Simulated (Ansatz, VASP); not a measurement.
**One calculation of Sn5H, two programs**

```
Sn H
1.0
     3.30431    0.00000    0.00000
    -1.65216    2.86162    0.00000
     0.00000    0.00000   15.77521
Sn H
5 1
Direct
  0.00000 0.00000 0.40318
  0.00000 0.00000 0.59682
  0.00000 0.00000 0.00000
  0.00000 0.00000 0.80208
  0.00000 0.00000 0.19792
  0.33333 0.66667 0.50000
```

Alike in both runs: functional PBE; k mesh 6 × 6 × 1; occupations gaussian, width 0.2 eV; no spin polarisation.

Ansatz relaxed the structure, and its values are those at the end. VASP's run is a single point on that final structure, the one shown.

|  | VASP | Ansatz |
| --- | --- | --- |
| version | VASP 6.6.1 | Ansatz 0.2.0 |
| potentials or method | VASP PAW PBE potentials, release 64 (Sn_d, H), cutoff 520 eV | scalar-relativistic, plane waves, PAW |
| valence electrons in the cell | 71 | 71 |

Ansatz gave:

| Item | Value |
| --- | --- |
| gap on the k mesh at the Fermi level (eV) | none |
| pressure (GPa) | -0.1 |
| rms of the force components (eV/Å) | 0.016 |

**Question.** Which values does VASP return?

**Answer.** gap on the k mesh at the Fermi level (eV): none; pressure (GPa): -0.1; rms of the force components (eV/Å): 0.017.

A gap of «none» marks a metal or a gap that the smearing closes. The functional is the same, so the differences come from potentials, cutoffs and numerics.

The k mesh is coarse, so the values compare programs but aren't converged.
